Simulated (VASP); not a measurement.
# ReS (F-43m) in VASP: notebook

ReS is run at these levels: PBE; tasks: single point.

All numbers are computed with VASP 6.6.1; they aren't measurements. Logs are shortened: lines on timing, memory, paths and dates and some standing lists are left out, and cuts for length are marked.

## Step 1: The cell of the first run

The structure is cubic, space group F-43m (No. 216). Conventional cell: a = 5.237 Å, b = 5.237 Å, c = 5.237 Å, α = 90.00°, β = 90.00°, γ = 90.00°. Re (site symmetry -43m) has 4 S at 2.27 Å within 3.0 Å. Within 3.0 Å of S (site symmetry -43m) lie 4 Re at 2.27 Å.

## Step 2: Single point, PBE, non-collinear spin, typed start, spin-orbit coupling

INCAR

```
ALGO     = Normal         # electronic algorithm
EDIFF    = 1E-6           # SCF threshold, eV
ENCUT    = 520            # plane-wave cutoff, eV
GGA      = PE             # functional
GGA_COMPAT= False        
ISIF     = 2              # what is computed and relaxed
ISMEAR   = 0              # smearing method
LASPH    = True           # aspherical terms in the spheres
LCHARG   = False          # write CHGCAR
LMAXMIX  = 4              # l up to which the mixer works
LORBIT   = 11             # projections on sites
LORBMOM  = True         
LREAL    = False          # projectors in reciprocal space
LSORBIT  = True           # spin-orbit coupling
LWAVE    = False          # write WAVECAR
MAGMOM   = 0 0 2 0 0 0    # initial moments
NBANDS   = 25             # bands
NELM     = 150            # most SCF steps
PREC     = Accurate       # precision mode
SIGMA    = 0.05           # smearing width, eV
```

KPOINTS

```
k-points
0
Gamma
  12 12 12
```

POSCAR

```
ReS
1.0
    0.0000000000      2.6183291373      2.6183291373
    2.6183291373      0.0000000000      2.6183291373
    2.6183291373      2.6183291373      0.0000000000
Re S
1 1
Direct
    0.0000000000      0.0000000000      0.0000000000
    0.2500000000      0.2500000000      0.2500000000
```

Potentials or basis: VASP PAW PBE potentials, release 64 (Re, S).

Command:

```sh
> cat potpaw_PBE.64/Re/POTCAR potpaw_PBE.64/S/POTCAR > POTCAR
> mpirun -np 1 vasp_ncl > vasp.out
```

OUTCAR:

```text
EDIFF = 1E-6
   ENCUT = 520
   GGA = PE
   ISIF = 2
   ISMEAR = 0
   LASPH = True
   LORBIT = 11
   LREAL = False
   LSORBIT = True
   NELM = 150
   PREC = Accurate

 ion  position               nearest neighbor table
   1  0.000  0.000  0.000-   2 2.27   2 2.27   2 2.27   2 2.27
   2  0.250  0.250  0.250-   1 2.27   1 2.27   1 2.27   1 2.27

  LATTYP: Found a face centered cubic cell.
 ALAT       =     5.2366582746

  Lattice vectors:

 A1 = (   0.0000000000,   2.6183291373,   2.6183291373)
 A2 = (   2.6183291373,   0.0000000000,   2.6183291373)
 A3 = (   2.6183291373,   2.6183291373,   0.0000000000)

Analysis of symmetry for initial positions (statically):
=====================================================================
 Subroutine PRICEL returns:
 Original cell was already a primitive cell.

 Routine SETGRP: Setting up the symmetry group for a
 face centered cubic supercell.

 Subroutine GETGRP returns: Found 24 space group operations
 (whereof 24 operations were pure point group operations)
 out of a pool of 48 trial point group operations.

The static configuration has the point symmetry T_d .

Analysis of symmetry for dynamics (positions and initial velocities):
=====================================================================
 Subroutine PRICEL returns:
 Original cell was already a primitive cell.

 Routine SETGRP: Setting up the symmetry group for a
 face centered cubic supercell.

 Subroutine GETGRP returns: Found 24 space group operations
 (whereof 24 operations were pure point group operations)
 out of a pool of 48 trial point group operations.

The dynamic configuration has the point symmetry T_d .

Analysis of structural, dynamic, and magnetic symmetry:
=====================================================================
 Subroutine PRICEL returns:
 Original cell was already a primitive cell.

 Routine SETGRP: Setting up the symmetry group for a
 face centered cubic supercell.

 Subroutine GETGRP returns: Found  4 space group operations
 (whereof  4 operations were pure point group operations)
 out of a pool of 48 trial point group operations.

The overall configuration has the point symmetry S_4 .

 Subroutine INISYM returns: Found  4 space group operations
 (whereof  4 operations are pure point group operations),
 and found     1 'primitive' translations

----------------------------------------------------------------------------------------

                                     Primitive cell

  volume of cell :      35.9007

  direct lattice vectors                    reciprocal lattice vectors
     0.000000000  2.618329137  2.618329137    -0.190961477  0.190961477  0.190961477
     2.618329137  0.000000000  2.618329137     0.190961477 -0.190961477  0.190961477
     2.618329137  2.618329137  0.000000000     0.190961477  0.190961477 -0.190961477

  length of vectors
     3.702876577  3.702876577  3.702876577     0.330754981  0.330754981  0.330754981

  position of ions in fractional coordinates (direct lattice)
     0.000000000  0.000000000  0.000000000
     0.250000000  0.250000000  0.250000000

  ion indices of the primitive-cell ions
   primitive index   ion index
                 1           1
                 2           2

----------------------------------------------------------------------------------------

 KPOINTS: k-points

Automatic generation of k-mesh.
 Grid dimensions read from file:
 generate k-points for:   12   12   12

 Generating k-lattice:

  Cartesian coordinates                     Fractional coordinates (reciprocal lattice)
    -0.015913456  0.015913456  0.015913456     0.083333333  0.000000000  0.000000000
     0.015913456 -0.015913456  0.015913456     0.000000000  0.083333333  0.000000000
[... 96 lines left out ...]

 number of electron      13.0000001 magnetization       0.0000000      0.0000000     -0.0000134

 number of electron      13.0000001 magnetization      -0.0000000      0.0000000     -0.0001328

 Free energy of the ion-electron system (eV)
  ---------------------------------------------------
  ext. energy  EPLUGINS =         0.00000000
  ---------------------------------------------------
  free energy    TOTEN  =       -16.09709304 eV

  energy without entropy =      -16.09439046  energy(sigma->0) =      -16.09574175

 E-fermi :   6.3786     XC(G=0): -11.1759

 val. band max:        6.3668053499   @ k =   0.0000   0.4167   0.0833
 cond. band min:       6.3875036149   @ k =  -0.0833   0.4167   0.5000
 fundamental gap:      0.0206982650
 Fermi energy:         6.3785578939

 k-point     1 :       0.0000    0.0000    0.0000
  band No.  band energies     occupation
      1      -9.4412      1.00000
      2      -9.4411      1.00000
      3       0.0914      1.00000
      4       0.0914      1.00000
      5       0.0915      1.00000
      6       0.0915      1.00000
[... 661 lines left out ...]
     24      14.5764      0.00000
     25      15.2938      0.00000

 [... further k-points ...]

------------------------ aborting loop because EDIFF is reached ----------------------------------------

  FORCE on cell =-STRESS in cart. coord.  units (eV):
  Direction    XX          YY          ZZ          XY          YZ          ZX
  --------------------------------------------------------------------------------------
  -------------------------------------------------------------------------------------
  Total        0.4523636      0.4523636      0.4522009     -0.0000000      0.0000000      0.0000000
  in kB       20.1881018     20.1881018     20.1808442     -0.0000010      0.0000000      0.0000000
  external PRESSURE =      20.1856826 kB  Pullay stress =       0.0000000 kB

 VOLUME and BASIS-vectors are now :
 -----------------------------------------------------------------------------
  energy-cutoff  :      520.00
  volume of cell :       35.90
      direct lattice vectors                 reciprocal lattice vectors
     0.000000000  2.618329137  2.618329137    -0.190961477  0.190961477  0.190961477
     2.618329137  0.000000000  2.618329137     0.190961477 -0.190961477  0.190961477
     2.618329137  2.618329137  0.000000000     0.190961477  0.190961477 -0.190961477

 POSITION                                       TOTAL-FORCE (eV/Angst)
 -----------------------------------------------------------------------------------
      0.00000      0.00000      0.00000        -0.000000     -0.000000     -0.000000
      1.30916      1.30916      1.30916         0.000000      0.000000      0.000000
 -----------------------------------------------------------------------------------
    total drift:                                0.000000      0.000000      0.000000

  FREE ENERGIE OF THE ION-ELECTRON SYSTEM (eV)
  ---------------------------------------------------
  free  energy   TOTEN  =       -16.0970930398 eV

  energy  without entropy=      -16.0943904621  energy(sigma->0) =      -16.09574175

 orbital moment (x)

 # of ion     p       d       tot
 ----------------------------------------
  1        -0.000   0.000   0.000
  2        -0.000   0.000  -0.000
 ----------------------------------------
           -0.000   0.000   0.000

 orbital moment (y)

 # of ion     p       d       tot
 ----------------------------------------
  1         0.000  -0.000  -0.000
  2         0.000   0.000   0.000
 ----------------------------------------
            0.000  -0.000  -0.000

 orbital moment (z)

 # of ion     p       d       tot
 ----------------------------------------
  1        -0.000  -0.000  -0.000
  2        -0.000   0.000  -0.000
 ----------------------------------------
           -0.000  -0.000  -0.000

 Spin-Orbit-Coupling matrix elements

 Ion:    1  E_soc:     -0.5420099
 l=   1
     0.0000000    -0.0238028    -0.0238027
    -0.0238028     0.0000000    -0.0238028
    -0.0238027    -0.0238028     0.0000000
 l=   2
     0.0000000    -0.0093584     0.0000000    -0.0093584    -0.0571738
    -0.0093584     0.0000000    -0.0428804    -0.0093583    -0.0142935
     0.0000000    -0.0428804     0.0000000    -0.0428804     0.0000000
    -0.0093584    -0.0093583    -0.0428804     0.0000000    -0.0142935
    -0.0571738    -0.0142935     0.0000000    -0.0142935     0.0000000
 l=   3
     0.0000000     0.0000000     0.0000000     0.0000000     0.0000000     0.0000000     0.0000000
     0.0000000     0.0000000     0.0000000     0.0000000     0.0000000     0.0000000     0.0000000
     0.0000000     0.0000000     0.0000000     0.0000000     0.0000000     0.0000000     0.0000000
     0.0000000     0.0000000     0.0000000     0.0000000     0.0000000     0.0000000     0.0000000
     0.0000000     0.0000000     0.0000000     0.0000000     0.0000000     0.0000000     0.0000000
     0.0000000     0.0000000     0.0000000     0.0000000     0.0000000     0.0000000     0.0000000
     0.0000000     0.0000000     0.0000000     0.0000000     0.0000000     0.0000000     0.0000000

 Ion:    2  E_soc:     -0.0031492
 l=   1
     0.0000000    -0.0005249    -0.0005249
    -0.0005249     0.0000000    -0.0005249
    -0.0005249    -0.0005249     0.0000000
 l=   2
     0.0000000     0.0000000     0.0000000     0.0000000     0.0000000
     0.0000000     0.0000000     0.0000000     0.0000000     0.0000000
     0.0000000     0.0000000     0.0000000     0.0000000     0.0000000
     0.0000000     0.0000000     0.0000000     0.0000000     0.0000000
     0.0000000     0.0000000     0.0000000     0.0000000     0.0000000
 l=   3
     0.0000000     0.0000000     0.0000000     0.0000000     0.0000000     0.0000000     0.0000000
     0.0000000     0.0000000     0.0000000     0.0000000     0.0000000     0.0000000     0.0000000
     0.0000000     0.0000000     0.0000000     0.0000000     0.0000000     0.0000000     0.0000000
     0.0000000     0.0000000     0.0000000     0.0000000     0.0000000     0.0000000     0.0000000
     0.0000000     0.0000000     0.0000000     0.0000000     0.0000000     0.0000000     0.0000000
     0.0000000     0.0000000     0.0000000     0.0000000     0.0000000     0.0000000     0.0000000
     0.0000000     0.0000000     0.0000000     0.0000000     0.0000000     0.0000000     0.0000000

 total charge

# of ion       s       p       d       tot
------------------------------------------
    1        0.540   0.480   5.134   6.154
    2        1.299   2.386   0.000   3.686
--------------------------------------------------
tot          1.840   2.866   5.134   9.840

 magnetization (x)

# of ion       s       p       d       tot
------------------------------------------
    1        0.000  -0.000   0.000  -0.000
    2       -0.000   0.000   0.000   0.000
--------------------------------------------------
tot         -0.000  -0.000   0.000  -0.000

 magnetization (y)

# of ion       s       p       d       tot
------------------------------------------
    1       -0.000   0.000   0.000  -0.000
    2        0.000   0.000   0.000   0.000
--------------------------------------------------
tot          0.000   0.000   0.000   0.000

 magnetization (z)

# of ion       s       p       d       tot
------------------------------------------
    1        0.000   0.000   0.000   0.000
    2       -0.000  -0.000   0.000  -0.000
--------------------------------------------------
tot          0.000  -0.000   0.000  -0.000
```

Wall time 7.5 min (1 thread of AMD EPYC 9R45 (Zen 5), shared host); peak memory 0.63 GiB.

Results:

```yaml
Free_energy: -16.0971 eV
Pressure: 2.0 GPa
Net_moment: 0.00 μB per cell
Valence_electrons_inside_the_program's_atomic_spheres: Re 6.15; S 3.69
```

Moments on the atoms (μB; x, y, z):
```
Re  0.00 0.00 0.00
S   0.00 0.00 0.00
```

## Step 3: Single point, PBE, collinear spin

This run uses another cell than the first one: it holds 4 atoms, not 2.

INCAR

```
  PREC = Accurate
  ENCUT = 520
  EDIFF = 1E-7
  ISMEAR = 0
  SIGMA = 0.05
  LREAL = False
  LASPH = True
  NELM = 150
  ALGO = Normal
  ISIF = 2
  LWAVE = False
  LCHARG = False
  ISPIN = 2
  MAGMOM = 2 -2 0 0
  LORBIT = 11
  LMAXMIX = 4
  GGA = PE
  NBANDS = 25
```

KPOINTS

```
Automatic mesh
0
Gamma
  12 12 6
```

POSCAR

```
ReS
1.0
    0.0000000000      2.6183291373      2.6183291373
    5.2366582746      2.6183291373      2.6183291373
    5.2366582746      5.2366582746      0.0000000000
Re S
2 2
Direct
    0.0000000000      0.0000000000      0.0000000000
    0.0000000000      0.0000000000      0.5000000000
    0.2500000000      0.2500000000      0.0000000000
    0.2500000000      0.2500000000      0.5000000000
```

Potentials or basis: VASP PAW PBE potentials, release 64 (Re, S).

Command:

```sh
> cat potpaw_PBE.64/Re/POTCAR potpaw_PBE.64/S/POTCAR > POTCAR
> mpirun -np 1 vasp_std > vasp.out
```

Wall time 5.7 min (1 thread of AMD EPYC 9R45 (Zen 5), shared host); peak memory 0.46 GiB.

Results (log left out):

| Property | Result |
| --- | --- |
| Free energy | -31.6501 eV |
| Pressure | 1.3 GPa |
| Band gap on the k mesh | zero (filled and empty bands overlap) |
| Net moment | 0.00 μB per cell |
| Valence electrons inside the program's atomic spheres | Re 6.17; S 3.68 |

Levels at points of the mesh, in eV from the Fermi level:
Spin up:
```csv
k point,band 9,band 10,band 11,band 12,band 13,band 14,band 15,band 16,band 17,band 18
"(0.00, 0.00, 0.00)",-2.31,-1.13,-1.13,-0.76,0.20,0.63,0.63,1.27,4.81,4.81
"(0.50, 0.00, 0.00)",-0.60,-0.60,-0.60,-0.60,-0.55,-0.55,2.35,2.35,2.35,2.35
"(0.50, 0.50, 0.00)",-2.31,-2.31,-0.76,-0.76,0.20,0.20,0.63,0.63,0.63,0.63
"(0.00, 0.00, 0.50)",-1.51,-1.51,-1.02,-1.02,0.09,0.09,2.10,2.10,3.74,3.74
"(0.50, 0.00, 0.50)",-2.53,-2.53,-1.39,-1.39,-0.05,-0.05,1.22,1.22,2.67,2.67
"(0.00, 0.50, 0.50)",-2.21,-2.21,-0.53,-0.53,2.80,2.80,2.80,2.80,3.10,3.10
```
Spin down:
| k point | band 10 | band 11 | band 12 | band 13 | band 14 | band 15 | band 16 | band 17 |
| --- | --- | --- | --- | --- | --- | --- | --- | --- |
| (0.00, 0.00, 0.00) | -1.13 | -1.13 | -0.76 | 0.20 | 0.63 | 0.63 | 1.27 | 4.81 |
| (0.50, 0.00, 0.00) | -0.60 | -0.60 | -0.60 | -0.55 | -0.55 | 2.35 | 2.35 | 2.35 |
| (0.50, 0.50, 0.00) | -2.31 | -0.76 | -0.76 | 0.20 | 0.20 | 0.63 | 0.63 | 0.63 |
| (0.00, 0.00, 0.50) | -1.51 | -1.02 | -1.02 | 0.09 | 0.09 | 2.10 | 2.10 | 3.74 |
| (0.50, 0.00, 0.50) | -2.53 | -1.39 | -1.39 | -0.05 | -0.05 | 1.22 | 1.22 | 2.67 |
| (0.00, 0.50, 0.50) | -2.21 | -0.53 | -0.53 | 2.80 | 2.80 | 2.80 | 2.80 | 3.10 |

Caveat: spin-orbit coupling is left out, which moves the levels of the heavy elements.
